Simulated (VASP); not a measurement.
Wanted: the native input for a VASP 6.6.1 run.

| Property | Result |
| --- | --- |
| Task | single point |
| Functional | PBE |
| Potentials or basis | VASP PAW PBE potentials, release 64 (Pt) |
| Cutoff | 520 eV |
| k mesh | 12 × 12 × 6 |
| Occupations | fermi-dirac, width 0.03 eV |
| Spin | collinear spin, zero start |
| Starting moments | [0.0, 0.0] μB |
| Fixed moment | 0 μB |
| Dipole correction | no |
| Further INCAR settings | ALGO = Normal; EDIFF = 1e-06; NBANDS = 21 |

The structure of Pt lies in POSCAR:

```
Pt
1.0
    2.7606656158      0.0000000000      0.0000000000
   -1.3803328079      2.3908065546      0.0000000000
    0.0000000000      0.0000000000      4.7921340000
Pt
2
Direct
    0.6666666667      0.3333333333      0.7500000000
    0.3333333333      0.6666666667      0.2500000000
```

This isn't the form of Pt at room conditions, which is fcc.

The input as run:

INCAR

```
PREC = Accurate
ENCUT = 520
EDIFF = 1E-6
ISMEAR = -1
SIGMA = 0.03
LREAL = F
LASPH = T
NELM = 150
ALGO = Normal
ISIF = 2
LWAVE = F
LCHARG = F
ISPIN = 2
MAGMOM = 0 0
LORBIT = 11
NUPDOWN = 0.0
LMAXMIX = 4
GGA = PE
NBANDS = 21
```

KPOINTS

```
Automatic mesh
0
Gamma
  12 12 6
```

Potentials or basis: VASP PAW PBE potentials, release 64 (Pt).

Command:

```console
$ cat potpaw_PBE.64/Pt/POTCAR > POTCAR
$ mpirun -np 1 vasp_std > vasp.out
```

It gave:

The pressure is -1.3 GPa, the net moment is 0.00 μB per cell and the valence electrons inside the program's atomic spheres are Pt 9.19.

Caveat: the total moment is fixed, so each spin has its own Fermi level.

It took 38 s on 1 thread of Intel(R) Xeon(R) Platinum 8488C (Sapphire Rapids), with other jobs on the host, peak memory 0.21 GiB.
